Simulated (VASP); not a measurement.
# MgS (I4/mmm) in VASP: notebook

MgS is run at these levels: PBEsol; tasks: single point.

Everything below comes from runs of VASP 6.6.1. Logs are shortened: lines on timing, memory, paths and dates and some standing lists are left out, and cuts for length are marked.

## (1) The cell of the first run

Symmetry: I4/mmm, No. 139, tetragonal system. Conventional cell: a = 3.701 Å, b = 3.701 Å, c = 5.151 Å, α = 90.00°, β = 90.00°, γ = 90.00°. Mg (site symmetry 4/mmm) has 6 S at 2.58 to 2.62 Å within 3.4 Å. Within 3.4 Å of S (site symmetry 4/mmm) lie 6 Mg at 2.58 to 2.62 Å.

## (2) Single point, PBEsol (strained cell)

Contents of INCAR:

```
SYSTEM = MgS
  PREC = Accurate
  ENCUT = 600
  EDIFF = 1E-6
  ISMEAR = 0
  SIGMA = 0.02
  LREAL = .FALSE.
  LASPH = .TRUE.
  NELM = 120
  ALGO = Normal
  ISIF = 2
  LWAVE = .FALSE.
  LCHARG = .FALSE.
  GGA = PS
  NBANDS = 11
  GGA_COMPAT = .FALSE.
```

Contents of KPOINTS:

```
regular mesh
0
G
  6 6 6
  0 0 0
```

Contents of POSCAR:

```
MgS
1.0
    0.0000000000      2.6171221403      2.5756627796
    2.6171221403      0.0000000000      2.5756627796
    2.6171221403      2.6171221403      0.0000000000
Mg S
1 1
Direct
    0.0000000000      0.0000000000      0.0000000000
    0.5000000000      0.5000000000      0.5000000000
```

Potentials or basis: VASP PAW PBE potentials, release 64 (Mg, S).

Started as:

```console
cat potpaw_PBE.64/Mg/POTCAR potpaw_PBE.64/S/POTCAR > POTCAR
mpirun -np 1 vasp_std > vasp.out
```

OUTCAR:

```text
SYSTEM = MgS
   PREC = Accurate
   ENCUT = 600
   EDIFF = 1E-6
   ISMEAR = 0
   LREAL = .FALSE.
   LASPH = .TRUE.
   NELM = 120
   ISIF = 2
   GGA = PS

 ion  position               nearest neighbor table
   1  0.000  0.000  0.000-   2 2.58   2 2.58   2 2.62   2 2.62   2 2.62   2 2.62
   2  0.500  0.500  0.500-   1 2.58   1 2.58   1 2.62   1 2.62   1 2.62   1 2.62

  LATTYP: Found a body centered tetragonal cell.
 ALAT       =     3.7011696252
 C/A-ratio  =     1.3918101792

  Lattice vectors:

 A1 = (   0.0000000000,  -2.6171221403,  -2.5756627796)
 A2 = (   0.0000000000,   2.6171221403,  -2.5756627796)
 A3 = (   2.6171221403,   0.0000000000,   2.5756627796)

Analysis of symmetry for initial positions (statically):
=====================================================================
 Subroutine PRICEL returns:
 Original cell was already a primitive cell.

 Routine SETGRP: Setting up the symmetry group for a
 body centered tetragonal supercell.

 Subroutine GETGRP returns: Found 16 space group operations
 (whereof 16 operations were pure point group operations)
 out of a pool of 16 trial point group operations.

The static configuration has the point symmetry D_4h.

Analysis of symmetry for dynamics (positions and initial velocities):
=====================================================================
 Subroutine PRICEL returns:
 Original cell was already a primitive cell.

 Routine SETGRP: Setting up the symmetry group for a
 body centered tetragonal supercell.

 Subroutine GETGRP returns: Found 16 space group operations
 (whereof 16 operations were pure point group operations)
 out of a pool of 16 trial point group operations.

The dynamic configuration has the point symmetry D_4h.

 Subroutine INISYM returns: Found 16 space group operations
 (whereof 16 operations are pure point group operations),
 and found     1 'primitive' translations

----------------------------------------------------------------------------------------

                                     Primitive cell

  volume of cell :      35.2831

  direct lattice vectors                    reciprocal lattice vectors
     0.000000000  2.617122140  2.575662780    -0.191049547  0.191049547  0.194124791
     2.617122140  0.000000000  2.575662780     0.191049547 -0.191049547  0.194124791
     2.617122140  2.617122140  0.000000000     0.191049547  0.191049547 -0.194124791

  length of vectors
     3.671970459  3.671970459  3.701169625     0.332692491  0.332692491  0.332692491

  position of ions in fractional coordinates (direct lattice)
[... 83 lines left out ...]
   IBRION =     -1    ionic relax: 0-MD 1-quasi-New 2-CG
   NFREE  =      0    steps in history (QN), initial steepest desc. (CG)
   ISIF   =      2    stress and relaxation
   ISYM   =      2    0-nonsym 1-usesym 2-fastsym
   POTIM  = 0.5000    time-step for ionic-motion
   TEBEG  =    0.0;   TEEND  =   0.0 temperature during run
   PSTRESS=    0.0 pullay stress
   NELECT =       8.0000    total number of electrons
   NUPDOWN=      -1.0000    fix difference up-down
   EMIN   =  10.00;   EMAX   =-10.00  energy-range for DOS
   EFERMI =   0.00;   METHOD = LEGACY
   ISMEAR =     0;   SIGMA  =   0.02  broadening in eV -4-tet -1-fermi 0-gaus
   EFERMI_NEDOS =   21; number of points for ismear=-14 and -15
   IALGO  =     38    algorithm
   IMIX   =      4    mixing-type and parameters
     AMIX     =   0.40;   BMIX     =  1.00
     AMIX_MAG =   1.60;   BMIX_MAG =  1.00
  volume/ion in A,a.u.               =      17.64       119.05
  Fermi-wavevector in a.u.,A,eV,Ry     =   0.998273  1.886462 13.558862  0.996548
  Thomas-Fermi vector in A             =   2.130485
   LORBIT       =      0    0 simple, 1 ext, 2 COOP (PROOUT), +10 PAW based schemes
   GGA     = PS    functional components
   LHFCALC =     F    Hartree Fock is set to
   AEXX    =    0.0000 exact exchange contribution
   IVDW    =     0    specifies the selected vdW correction
   LEPSILON=     F    determine dielectric tensor
   LRPA    =     F    only Hartree local field effects (RPA)
 non-spin polarized calculation
 Gauss-broadening in eV      SIGMA  =   0.02
  energy-cutoff  :      600.00
  volume of cell :       35.28
 maximum number of plane-waves:      1219
 NGX is ok and might be reduce to    30
   NGX = 15   NGY = 15   NGZ = 15

 number of electron       7.9999999 magnetization

 Free energy of the ion-electron system (eV)
  ---------------------------------------------------
  ext. energy  EPLUGINS =         0.00000000
  ---------------------------------------------------
  free energy    TOTEN  =        -9.06843288 eV

  energy without entropy =       -9.06843288  energy(sigma->0) =       -9.06843288

 E-fermi :   3.8399     XC(G=0):  -9.8281

 val. band max:        3.6848888362   @ k =   0.0000   0.0000   0.0000
 cond. band min:       6.3073322683   @ k =   0.5000   0.5000   0.0000
 fundamental gap:      2.6224434321
 Fermi energy:         3.8398780642

 k-point     1 :       0.0000    0.0000    0.0000
  band No.  band energies     occupation
      1      -9.0119      2.00000
      2       3.6130      2.00000
      3       3.6849      2.00000
      4       3.6849      2.00000
      5       7.2389      0.00000
      6      11.4612      0.00000
      7      11.4612      0.00000
      8      11.6258      0.00000
      9      13.8570      0.00000
     10      14.0777      0.00000
     11      15.9536      0.00000
[... 309 lines left out ...]
 k-point    24 :       0.5000    0.0000    0.3333
  band No.  band energies     occupation
      1      -7.4395      2.00000
      2      -0.3011      2.00000
      3       1.3032      2.00000
      4       2.2111      2.00000
      5       7.2959      0.00000
      6       9.2050      0.00000
      7      13.5234      0.00000
      8      13.9095      0.00000
      9      16.3712      0.00000
     10      18.3687      0.00000
     11      19.6187      0.00000

 [... further k-points ...]
[... 5 lines left out ...]
  --------------------------------------------------------------------------------------
  -------------------------------------------------------------------------------------
  Total       -0.3869983     -0.3869983     -0.0166149      0.0000000      0.0000000      0.0000000
  in kB      -17.5732737    -17.5732737     -0.7544677      0.0000000      0.0000000      0.0000000
  external PRESSURE =     -11.9670051 kB  Pullay stress =       0.0000000 kB

 VOLUME and BASIS-vectors are now :
 -----------------------------------------------------------------------------
  energy-cutoff  :      600.00
  volume of cell :       35.28
      direct lattice vectors                 reciprocal lattice vectors
     0.000000000  2.617122140  2.575662780    -0.191049547  0.191049547  0.194124791
     2.617122140  0.000000000  2.575662780     0.191049547 -0.191049547  0.194124791
     2.617122140  2.617122140  0.000000000     0.191049547  0.191049547 -0.194124791

 POSITION                                       TOTAL-FORCE (eV/Angst)
 -----------------------------------------------------------------------------------
      0.00000      0.00000      0.00000         0.000000     -0.000000      0.000000
      2.61712      2.61712      2.57566        -0.000000      0.000000      0.000000
 -----------------------------------------------------------------------------------
    total drift:                               -0.000000     -0.000000      0.000000

  FREE ENERGIE OF THE ION-ELECTRON SYSTEM (eV)
  ---------------------------------------------------
  free  energy   TOTEN  =        -9.0684328843 eV

  energy  without entropy=       -9.0684328843  energy(sigma->0) =       -9.06843288
```

OSZICAR:

```text
N       E                     dE             d eps       ncg     rms          rms(c)
DAV:   1     0.252393055351E+02    0.25239E+02   -0.37963E+03   668   0.665E+02
DAV:   2    -0.778654912310E+01   -0.33026E+02   -0.30737E+02   844   0.105E+02
DAV:   3    -0.943194776329E+01   -0.16454E+01   -0.16426E+01   805   0.255E+01
DAV:   4    -0.944159308230E+01   -0.96453E-02   -0.96444E-02   798   0.231E+00
DAV:   5    -0.944167539751E+01   -0.82315E-04   -0.82314E-04   812   0.214E-01    0.409E+00
DAV:   6    -0.911267010817E+01    0.32901E+00   -0.69104E-01   738   0.324E+00    0.308E+00
DAV:   7    -0.907136717797E+01    0.41303E-01   -0.18381E-01   783   0.181E+00    0.192E+00
DAV:   8    -0.906867240832E+01    0.26948E-02   -0.10552E-02   723   0.595E-01    0.755E-01
DAV:   9    -0.906844287372E+01    0.22953E-03   -0.52436E-04   797   0.127E-01    0.325E-01
DAV:  10    -0.906843234915E+01    0.10525E-04   -0.15592E-04   775   0.555E-02    0.608E-03
DAV:  11    -0.906843288434E+01   -0.53519E-06   -0.18539E-06   777   0.841E-03
   1 F= -.90684329E+01 E0= -.90684329E+01  d E =-.866614E-30
```

Wall time 20 s (1 thread of Intel Xeon 8259CL, shared host); peak memory 0.17 GiB.

Results:

- Free energy: -9.0684 eV
- Pressure: -1.2 GPa
- Band gap on the k mesh: 2.62 eV (least direct gap 3.55 eV)

Stress tensor (GPa, compression positive):
```
-1.76  0.00  0.00
 0.00 -1.76  0.00
 0.00  0.00 -0.08
```

Caveat: the cell differs from its parent crystal (strained cell); the PAW data sets were made with another functional, which shifts forces and pressure a little.

## (3) Single point, PBEsol (strained cell)

Contents of INCAR:

```
SYSTEM = MgS
ALGO = Normal
EDIFF = 1E-6
ENCUT = 600
GGA = PS
GGA_COMPAT = .FALSE.
ISIF = 2
ISMEAR = 0
LASPH = .TRUE.
LCHARG = .FALSE.
LREAL = .FALSE.
LWAVE = .FALSE.
NBANDS = 11
NELM = 120
PREC = Accurate
SIGMA = 0.02
```

Contents of KPOINTS:

```
k-points
0
G
  6 6 6
  0 0 0
```

Contents of POSCAR:

```
MgS
1.0
    0.0000000000      2.6171221403      2.5775380927
    2.6171221403      0.0000000000      2.5775380927
    2.6171221403      2.6171221403      0.0000000000
Mg S
1 1
Direct
    0.0000000000      0.0000000000      0.0000000000
    0.5000000000      0.5000000000      0.5000000000
```

Potentials or basis: VASP PAW PBE potentials, release 64 (Mg, S).

Started as:

```console
cat potpaw_PBE.64/Mg/POTCAR potpaw_PBE.64/S/POTCAR > POTCAR
mpirun -np 1 vasp_std > vasp.out
```

Wall time 25 s (1 thread of Intel Xeon 8259CL, shared host); peak memory 0.17 GiB.

The run converged. Its results:

```
Free energy            : -9.0684 eV
Pressure               : -1.3 GPa
Band gap on the k mesh : 2.62 eV (least direct gap 3.55 eV)
```

Stress tensor (GPa, compression positive):
```
-1.79  0.00  0.00
 0.00 -1.79  0.00
 0.00  0.00 -0.19
```

Levels at points of the mesh, in eV from the valence-band top:
```
           k point  band 2  band 3  band 4  band 5  band 6  band 7
(0.00, 0.00, 0.00)   -0.07    0.00    0.00    3.55    7.78    7.78
(0.50, 0.00, 0.00)   -4.90   -0.64   -0.60    4.37    6.72    6.89
(0.50, 0.50, 0.00)   -4.26   -1.77   -1.77    2.62    4.19   11.93
(0.50, 0.00, 0.50)   -4.28   -1.77   -1.64    2.70    4.25   11.77
```

Caveat: the cell differs from its parent crystal (strained cell); the PAW data sets were made with another functional, which shifts forces and pressure a little.
